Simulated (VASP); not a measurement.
Wanted: the native input for a VASP 6.6.1 run.

```yaml
Task: single point
Functional: r2SCAN
Potentials_or_basis: VASP PAW PBE potentials, release 64 (Sr_sv)
Cutoff: 520 eV
k_mesh: 10 × 10 × 10
Occupations: fermi-dirac, width 0.1 eV
Spin: no spin polarisation
Dipole_correction: no
Further_INCAR_settings: ALGO = Normal; EDIFF = 1e-06; NBANDS = 11
```

Sr:

```
Sr
1.0
     0.00000    3.05211    3.05211
     3.05211    0.00000    3.05211
     3.05211    3.05211    0.00000
Sr
1
Direct
  0.00000 0.00000 0.00000
```

These files were run (other wordings do the same):

POSCAR

```
Sr
1.0
    0.0000000000      3.0521104090      3.0521104090
    3.0521104090      0.0000000000      3.0521104090
    3.0521104090      3.0521104090      0.0000000000
Sr
1
Direct
    0.0000000000      0.0000000000      0.0000000000
```

INCAR.step1

```
SYSTEM = Sr
PREC = Accurate
ENCUT = 520
ISMEAR = -1
SIGMA = 0.1
LREAL = .False.
LASPH = .True.
NELM = 100
NBANDS = 11
GGA = PE
ALGO = Normal
EDIFF = 1E-4
LWAVE = .True.
LCHARG = .False.
```

INCAR.step2

```
SYSTEM = Sr
PREC = Accurate
ENCUT = 520
EDIFF = 1E-6
ISMEAR = -1
SIGMA = 0.1
LREAL = .False.
LASPH = .True.
NELM = 100
ALGO = Normal
ISIF = 2
LWAVE = .False.
LCHARG = .False.
METAGGA = R2SCAN
LMIXTAU = .True.
NBANDS = 11
ISTART = 1
```

KPOINTS

```
regular mesh
0
Gamma
  10 10 10
  0 0 0
```

Potentials or basis: VASP PAW PBE potentials, release 64 (Sr_sv).

Run with:

```console
$ cat potpaw_PBE.64/Sr_sv/POTCAR > POTCAR
$ cp INCAR.step1 INCAR
$ mpirun -np 1 vasp_std > vasp.out
$ cp INCAR.step2 INCAR
$ mpirun -np 1 vasp_std > vasp.out
```

Results of the run:

| Property | Result |
| --- | --- |
| Pressure | 0.0 GPa |
| Band gap on the k mesh | zero (band 5 reaches 1.55 eV, above the bottom of band 6 at 1.42 eV) |

Caveat: the PAW data sets were made with another functional, which shifts forces and pressure a little.

Run time: 57 s on 1 thread of AMD EPYC 9R45 96-Core Processor (Zen 5) (shared host), peak memory 0.17 GiB.
